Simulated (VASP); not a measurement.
# Eu (Im-3m) in VASP: further runs, part 2 of 3

VASP 6.6.1.

### 3 Single point, LDA, collinear spin, ferromagnetic start

INCAR

```
PREC = Accurate
ENCUT = 520
EDIFF = 1E-6
ISMEAR = -1
SIGMA = 0.05
LREAL = F
LASPH = T
NELM = 150
ALGO = Normal
ISIF = 2
LWAVE = F
LCHARG = F
ISPIN = 2
MAGMOM = 6.925
LORBIT = 11
LMAXMIX = 6
GGA = CA
NBANDS = 18
```

KPOINTS

```
Automatic mesh
0
Gamma
  7 7 7
```

POSCAR

```
Eu
1.0
   -2.0544259245      2.0544259245      2.0544259245
    2.0544259245     -2.0544259245      2.0544259245
    2.0544259245      2.0544259245     -2.0544259245
Eu
1
Direct
    0.0000000000      0.0000000000      0.0000000000
```

Potentials or basis: VASP PAW PBE potentials, release 64 (Eu).

On the command line:

```sh
> cat potpaw_PBE.64/Eu/POTCAR > POTCAR
> mpirun -np 1 vasp_std > vasp.out
```

OUTCAR:

```text
PREC = Accurate
   ENCUT = 520
   EDIFF = 1E-6
   ISMEAR = -1
   LREAL = F
   LASPH = T
   NELM = 150
   ISIF = 2
   ISPIN = 2
   LORBIT = 11
   GGA = CA

 ion  position               nearest neighbor table
   1  0.000  0.000  0.000-

  LATTYP: Found a body centered cubic cell.
 ALAT       =     4.1088518490

  Lattice vectors:

 A1 = (  -2.0544259245,   2.0544259245,   2.0544259245)
 A2 = (   2.0544259245,  -2.0544259245,   2.0544259245)
 A3 = (   2.0544259245,   2.0544259245,  -2.0544259245)

Analysis of symmetry for initial positions (statically):
=====================================================================
 Subroutine PRICEL returns:
 Original cell was already a primitive cell.

 Routine SETGRP: Setting up the symmetry group for a
 body centered cubic supercell.

 Subroutine GETGRP returns: Found 48 space group operations
 (whereof 48 operations were pure point group operations)
 out of a pool of 48 trial point group operations.

The static configuration has the point symmetry O_h .

Analysis of symmetry for dynamics (positions and initial velocities):
=====================================================================
 Subroutine PRICEL returns:
 Original cell was already a primitive cell.

 Routine SETGRP: Setting up the symmetry group for a
 body centered cubic supercell.

 Subroutine GETGRP returns: Found 48 space group operations
 (whereof 48 operations were pure point group operations)
 out of a pool of 48 trial point group operations.

The dynamic configuration has the point symmetry O_h .

Analysis of structural, dynamic, and magnetic symmetry:
=====================================================================
 Subroutine PRICEL returns:
 Original cell was already a primitive cell.

 Routine SETGRP: Setting up the symmetry group for a
 body centered cubic supercell.

 Subroutine GETGRP returns: Found 48 space group operations
 (whereof 48 operations were pure point group operations)
 out of a pool of 48 trial point group operations.
[... 129 lines left out ...]
   NGX = 13   NGY = 13   NGZ = 13

 number of electron      17.0000002 magnetization       7.1330736

 Free energy of the ion-electron system (eV)
  ---------------------------------------------------
  ext. energy  EPLUGINS =         0.00000000
  ---------------------------------------------------
  free energy    TOTEN  =       -11.40540239 eV

  energy without entropy =      -11.38964701  energy(sigma->0) =      -11.39752470

 E-fermi :   2.5467     XC(G=0):  -9.9420

 val. band max:        2.5445819373   @ k =   0.2857   0.2857   0.0000
 cond. band min:       2.6693984383   @ k =  -0.4286   0.4286   0.2857
 fundamental gap:      0.1248165010
 Fermi energy:         2.5466831221

 spin component 1

 k-point     1 :       0.0000    0.0000    0.0000
  band No.  band energies     occupation
      1     -38.6600      1.00000
      2     -17.1551      1.00000
      3     -17.1551      1.00000
      4     -17.1551      1.00000
      5      -1.9281      1.00000
      6       1.9901      0.99999
[... 396 lines left out ...]
      4     -17.6966      1.00000
      5       1.1846      1.00000
      6       1.2683      1.00000
[... 10 lines left out ...]
     17       8.5145      0.00000
     18      10.8865      0.00000
 Fermi energy:         2.5466831221

 spin component 2

 k-point     1 :       0.0000    0.0000    0.0000
  band No.  band energies     occupation
      1     -35.8673      1.00000
      2     -14.9768      1.00000
      3     -14.9768      1.00000
      4     -14.9768      1.00000
      5      -1.2467      1.00000
      6       5.4473      0.00000
[... 397 lines left out ...]
      5       1.9181      1.00000
      6       1.9911      0.99999
[... 10 lines left out ...]
     17       9.7954      0.00000
     18      12.0850      0.00000

------------------------ aborting loop because EDIFF is reached ----------------------------------------

  FORCE on cell =-STRESS in cart. coord.  units (eV):
  Direction    XX          YY          ZZ          XY          YZ          ZX
  --------------------------------------------------------------------------------------
  -------------------------------------------------------------------------------------
  Total       -0.0652176     -0.0652176     -0.0652176     -0.0000000      0.0000000     -0.0000000
  in kB       -3.0126180     -3.0126180     -3.0126180     -0.0000000      0.0000000     -0.0000000
  external PRESSURE =      -3.0126180 kB  Pullay stress =       0.0000000 kB

 VOLUME and BASIS-vectors are now :
 -----------------------------------------------------------------------------
  energy-cutoff  :      520.00
  volume of cell :       34.68
      direct lattice vectors                 reciprocal lattice vectors
    -2.054425924  2.054425924  2.054425924     0.000000000  0.243376991  0.243376991
     2.054425924 -2.054425924  2.054425924     0.243376991  0.000000000  0.243376991
     2.054425924  2.054425924 -2.054425924     0.243376991  0.243376991  0.000000000

 POSITION                                       TOTAL-FORCE (eV/Angst)
 -----------------------------------------------------------------------------------
      0.00000      0.00000      0.00000         0.000000      0.000000      0.000000
 -----------------------------------------------------------------------------------
    total drift:                               -0.000000     -0.000000     -0.000000

  FREE ENERGIE OF THE ION-ELECTRON SYSTEM (eV)
  ---------------------------------------------------
  free  energy   TOTEN  =       -11.4054023868 eV

  energy  without entropy=      -11.3896470117  energy(sigma->0) =      -11.39752470

 total charge

# of ion       s       p       d       f       tot
--------------------------------------------------
    1        2.093   5.639   0.402   6.585  14.720

 magnetization (x)

# of ion       s       p       d       f       tot
--------------------------------------------------
    1        0.002  -0.070   0.131   6.577   6.641
```

OSZICAR:

```text
N       E                     dE             d eps       ncg     rms          rms(c)
DAV:   1     0.959980758286E+02    0.95998E+02   -0.62651E+03  1794   0.411E+03
DAV:   2     0.510127998762E+01   -0.90897E+02   -0.80384E+02  1820   0.282E+02
DAV:   3    -0.770687762620E+01   -0.12808E+02   -0.12499E+02  2136   0.957E+01
DAV:   4    -0.919782514398E+01   -0.14909E+01   -0.14795E+01  2820   0.251E+01
DAV:   5    -0.927573359232E+01   -0.77908E-01   -0.77776E-01  2458   0.646E+00    0.294E+01
DAV:   6    -0.121427960006E+02   -0.28671E+01   -0.22743E+00  1952   0.280E+01    0.180E+01
DAV:   7    -0.115537655107E+02    0.58903E+00   -0.21368E+00  1932   0.298E+01    0.146E+01
DAV:   8    -0.114192991637E+02    0.13447E+00   -0.60993E-01  1860   0.175E+01    0.593E+00
DAV:   9    -0.114539267386E+02   -0.34628E-01   -0.21128E-01  2150   0.950E+00    0.581E+00
DAV:  10    -0.114093100772E+02    0.44617E-01   -0.44108E-02  2540   0.350E+00    0.220E+00
DAV:  11    -0.114058776751E+02    0.34324E-02   -0.54824E-03  2388   0.109E+00    0.111E+00
DAV:  12    -0.114056681418E+02    0.20953E-03   -0.11789E-03  2498   0.369E-01    0.379E-01
DAV:  13    -0.114053857614E+02    0.28238E-03   -0.86686E-04  2056   0.628E-01    0.177E-01
DAV:  14    -0.114054242218E+02   -0.38460E-04   -0.81519E-05  2832   0.136E-01    0.168E-01
DAV:  15    -0.114054140077E+02    0.10214E-04   -0.79494E-06  2502   0.441E-02    0.786E-02
DAV:  16    -0.114054059475E+02    0.80602E-05   -0.86760E-06  2044   0.607E-02    0.408E-02
DAV:  17    -0.114054031100E+02    0.28374E-05   -0.18521E-06  1342   0.275E-02    0.173E-02
DAV:  18    -0.114054023868E+02    0.72320E-06   -0.11384E-06  1066   0.213E-02
   1 F= -.11405402E+02 E0= -.11397525E+02  d E =-.157554E-01  mag=     7.1328
```

stdout:

```text
POSCAR found type information on POSCAR Eu
 POSCAR found :  1 types and       1 ions
 scaLAPACK will be used
 -----------------------------------------------------------------------------
|                                                                             |
|                                                                             |
|     You enforced a specific xc type in the INCAR file but a different       |
|     I HOPE YOU KNOW WHAT YOU ARE DOING!                                     |
|                                                                             |
 -----------------------------------------------------------------------------

 LDA part: xc-table for (Slater(with rela. corr.)+CA(PZ))
 , standard interpolation
 POSCAR, INCAR and KPOINTS ok, starting setup
 FFT: planning ... GRIDC
 FFT: planning ... GRID_SOFT
 FFT: planning ... GRID
 WAVECAR not read
 entering main loop
```

It took 22 s on 1 thread of Intel Xeon 6975P-C (Granite Rapids), shared host; peak memory 0.17 GiB.

What came out:

```
Free energy                                           : -11.4054 eV
Pressure                                              : -0.3 GPa
Net moment                                            : 7.13 μB per cell
Site moments                                          : Eu +6.64 μB
Valence electrons inside the program's atomic spheres : Eu 14.72
```

Levels at points of the mesh, in eV from the Fermi level:
Spin up:
```csv
k point,band 9,band 10,band 11,band 12,band 13,band 14,band 15,band 16
"(0.00, 0.00, 0.00)",-0.30,-0.30,-0.30,-0.23,1.94,1.94,1.94,4.10
```
Spin down:
```csv
k point,band 1,band 2,band 3,band 4,band 5,band 6,band 7,band 8,band 9,band 10
"(0.00, 0.00, 0.00)",-38.41,-17.52,-17.52,-17.52,-3.79,2.90,2.90,2.90,3.52,3.52
```

Caveat: the PAW data sets were made with another functional, which shifts forces and pressure a little; spin-orbit coupling is left out, which moves the levels of the heavy elements.

### 4 Single point, LDA, collinear spin, ferromagnetic start

INCAR

```
ALGO = Normal
EDIFF = 1E-7
ENCUT = 520
GGA = CA
ISIF = 2
ISMEAR = -1
ISPIN = 2
LASPH = T
LCHARG = T
LELF = T
LMAXMIX = 6
LORBIT = 11
LREAL = F
LVHAR = T
LWAVE = F
MAGMOM = 6.925
NBANDS = 18
NELM = 150
PREC = Accurate
SIGMA = 0.05
```

KPOINTS

```
k-points
0
Gamma
  9 9 9
```

POSCAR is that of step 3.

Potentials or basis: VASP PAW PBE potentials, release 64 (Eu).

On the command line:

```sh
> cat potpaw_PBE.64/Eu/POTCAR > POTCAR
> mpirun -np 1 vasp_std > vasp.out
```

OUTCAR:

```text
EDIFF = 1E-7
   ENCUT = 520
   GGA = CA
   ISIF = 2
   ISMEAR = -1
   ISPIN = 2
   LASPH = T
   LORBIT = 11
   LREAL = F
   NELM = 150
   PREC = Accurate

 ion  position               nearest neighbor table
   1  0.000  0.000  0.000-

  LATTYP: Found a body centered cubic cell.
 ALAT       =     4.1088518490

  Lattice vectors:

 A1 = (  -2.0544259245,   2.0544259245,   2.0544259245)
 A2 = (   2.0544259245,  -2.0544259245,   2.0544259245)
 A3 = (   2.0544259245,   2.0544259245,  -2.0544259245)

Analysis of symmetry for initial positions (statically):
=====================================================================
 Subroutine PRICEL returns:
 Original cell was already a primitive cell.

 Routine SETGRP: Setting up the symmetry group for a
 body centered cubic supercell.

 Subroutine GETGRP returns: Found 48 space group operations
 (whereof 48 operations were pure point group operations)
 out of a pool of 48 trial point group operations.

The static configuration has the point symmetry O_h .

Analysis of symmetry for dynamics (positions and initial velocities):
=====================================================================
 Subroutine PRICEL returns:
 Original cell was already a primitive cell.

 Routine SETGRP: Setting up the symmetry group for a
 body centered cubic supercell.

 Subroutine GETGRP returns: Found 48 space group operations
 (whereof 48 operations were pure point group operations)
 out of a pool of 48 trial point group operations.

The dynamic configuration has the point symmetry O_h .

Analysis of structural, dynamic, and magnetic symmetry:
=====================================================================
 Subroutine PRICEL returns:
 Original cell was already a primitive cell.

 Routine SETGRP: Setting up the symmetry group for a
 body centered cubic supercell.

 Subroutine GETGRP returns: Found 48 space group operations
 (whereof 48 operations were pure point group operations)
 out of a pool of 48 trial point group operations.

The overall configuration has the point symmetry O_h .

 Subroutine INISYM returns: Found 48 space group operations
 (whereof 48 operations are pure point group operations),
 and found     1 'primitive' translations
[... 122 lines left out ...]
   LEPSILON=     F    determine dielectric tensor
   LRPA    =     F    only Hartree local field effects (RPA)
 spin polarized calculation
  energy-cutoff  :      520.00
  volume of cell :       34.68
 maximum number of plane-waves:       959
   NGX = 13   NGY = 13   NGZ = 13

 number of electron      17.0000002 magnetization       7.1460012

 Free energy of the ion-electron system (eV)
  ---------------------------------------------------
  ext. energy  EPLUGINS =         0.00000000
  ---------------------------------------------------
  free energy    TOTEN  =       -11.41362592 eV

  energy without entropy =      -11.40326478  energy(sigma->0) =      -11.40844535

 E-fermi :   2.5804     XC(G=0):  -9.9415

 val. band max:        2.5545965821   @ k =  -0.3333   0.4444   0.2222
 cond. band min:       2.5873167914   @ k =  -0.3333   0.3333   0.3333
 fundamental gap:      0.0327202093
 Fermi energy:         2.5804387615

 spin component 1

 k-point     1 :       0.0000    0.0000    0.0000
  band No.  band energies     occupation
      1     -38.6590      1.00000
      2     -17.1549      1.00000
      3     -17.1549      1.00000
      4     -17.1549      1.00000
      5      -1.9316      1.00000
      6       1.9936      0.99999
[... 493 lines left out ...]
     17       9.9794      0.00000
     18      10.8394      0.00000

 [... further k-points ...]

 spin component 2

 k-point     1 :       0.0000    0.0000    0.0000
  band No.  band energies     occupation
      1     -35.8637      1.00000
      2     -14.9737      1.00000
      3     -14.9737      1.00000
      4     -14.9737      1.00000
      5      -1.2416      1.00000
      6       5.4509      0.00000
[... 493 lines left out ...]
     17      11.2806      0.00000
     18      12.0809      0.00000

 [... further k-points ...]
[... 5 lines left out ...]
  --------------------------------------------------------------------------------------
  -------------------------------------------------------------------------------------
  Total       -0.0876163     -0.0876163     -0.0876163     -0.0000000      0.0000000     -0.0000000
  in kB       -4.0472890     -4.0472890     -4.0472890     -0.0000000      0.0000000     -0.0000000
  external PRESSURE =      -4.0472890 kB  Pullay stress =       0.0000000 kB

 VOLUME and BASIS-vectors are now :
 -----------------------------------------------------------------------------
  energy-cutoff  :      520.00
  volume of cell :       34.68
      direct lattice vectors                 reciprocal lattice vectors
    -2.054425924  2.054425924  2.054425924     0.000000000  0.243376991  0.243376991
     2.054425924 -2.054425924  2.054425924     0.243376991  0.000000000  0.243376991
     2.054425924  2.054425924 -2.054425924     0.243376991  0.243376991  0.000000000

 POSITION                                       TOTAL-FORCE (eV/Angst)
 -----------------------------------------------------------------------------------
      0.00000      0.00000      0.00000         0.000000      0.000000      0.000000
 -----------------------------------------------------------------------------------
    total drift:                               -0.000000     -0.000000     -0.000000

  FREE ENERGIE OF THE ION-ELECTRON SYSTEM (eV)
  ---------------------------------------------------
  free  energy   TOTEN  =       -11.4136259178 eV

  energy  without entropy=      -11.4032647785  energy(sigma->0) =      -11.40844535

 total charge

# of ion       s       p       d       f       tot
--------------------------------------------------
    1        2.093   5.640   0.402   6.586  14.720

 magnetization (x)

# of ion       s       p       d       f       tot
--------------------------------------------------
    1        0.002  -0.068   0.132   6.579   6.645
```

OSZICAR:

```text
N       E                     dE             d eps       ncg     rms          rms(c)
DAV:   1     0.973264525043E+02    0.97326E+02   -0.63269E+03  3144   0.414E+03
DAV:   2     0.579597948600E+01   -0.91530E+02   -0.79719E+02  3096   0.276E+02
[... 11 lines left out ...]
DAV:  14    -0.114136493626E+02   -0.24163E-04   -0.21338E-04  4004   0.594E-02    0.189E-01
DAV:  15    -0.114136589025E+02   -0.95399E-05   -0.20494E-05  4290   0.423E-02    0.105E-01
DAV:  16    -0.114136306787E+02    0.28224E-04   -0.32838E-05  3580   0.119E-01    0.455E-02
DAV:  17    -0.114136261828E+02    0.44960E-05   -0.90225E-06  4176   0.584E-02    0.181E-02
DAV:  18    -0.114136259148E+02    0.26793E-06   -0.84327E-07  4584   0.148E-02    0.104E-02
DAV:  19    -0.114136259178E+02   -0.29431E-08   -0.52349E-07  3570   0.147E-02
   1 F= -.11413626E+02 E0= -.11408445E+02  d E =-.103611E-01  mag=     7.1459
```

It took 38 s on 1 thread of Intel Xeon 6975P-C (Granite Rapids), shared host; peak memory 0.18 GiB.

What came out:

```yaml
Free_energy: -11.4136 eV
Pressure: -0.4 GPa
Net_moment: 7.15 μB per cell
Site_moments: Eu +6.64 μB
Valence_electrons_inside_the_program's_atomic_spheres: Eu 14.72
```

Caveat: the PAW data sets were made with another functional, which shifts forces and pressure a little; spin-orbit coupling is left out, which moves the levels of the heavy elements. The state reached can hang on the start; a lower one may exist.

[end of part 2 of 3]
